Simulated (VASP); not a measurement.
TiO2: single point with LDA

TiO2:

```xyz
6
Lattice="4.5254 0.0000 0.0000 0.0000 4.5254 0.0000 0.0000 0.0000 2.9269" Properties=species:S:1:pos:R:3 pbc="T T T"
Ti    0.0000    0.0000    0.0000
Ti    2.2627    2.2627    1.4635
O     1.3750    1.3750    0.0000
O     0.8878    3.6377    1.4635
O     3.1505    3.1505    0.0000
O     3.6377    0.8878    1.4635
```

This cell differs from its parent crystal: film at in-plane strain -0.005.

- Program: VASP 6.6.1
- Task: single point
- Functional: LDA
- Potentials or basis: VASP PAW LDA potentials, release 64 (Ti_sv, O)
- Cutoff: 520 eV
- k mesh: 6 × 6 × 8
- Occupations: gaussian, width 0.01 eV
- Spin: no spin polarisation

The pressure is 2.7 GPa. The largest force is 0.033 eV/Å and the band gap on the k mesh is 1.83 eV.

Forces on the atoms (eV/Å):
```
Ti   0.000  0.000  0.000
Ti   0.000  0.000  0.000
O   -0.023 -0.023  0.000
O    0.023 -0.023  0.000
O    0.023  0.023  0.000
O   -0.023  0.023  0.000
```

Stress tensor (GPa, compression positive):
```
3.19 0.00 0.00
0.00 3.19 0.00
0.00 0.00 1.62
```

Levels at points of the mesh, in eV from the valence-band top:
| k point | band 22 | band 23 | band 24 | band 25 | band 26 | band 27 |
| --- | --- | --- | --- | --- | --- | --- |
| (0.00, 0.00, 0.00) | -0.48 | -0.48 | 0.00 | 1.83 | 2.12 | 2.39 |
| (0.50, 0.00, 0.00) | -1.76 | -0.80 | -0.80 | 2.55 | 2.55 | 3.11 |
| (0.50, 0.50, 0.00) | -1.37 | -1.11 | -1.11 | 1.87 | 1.87 | 2.53 |
| (0.00, 0.00, 0.50) | -2.65 | -1.48 | -1.48 | 3.07 | 3.07 | 3.23 |
| (0.50, 0.00, 0.50) | -2.17 | -1.13 | -1.13 | 1.86 | 1.86 | 3.26 |
| (0.50, 0.50, 0.50) | -1.42 | -0.68 | -0.68 | 2.63 | 2.63 | 3.26 |

Run time: 3.1 min on 1 thread of Intel Xeon 8259CL, with other jobs on the host, peak memory 0.2 GiB.

Caveat: the cell differs from its parent crystal (film at in-plane strain -0.005). A k mesh can miss the band edges.
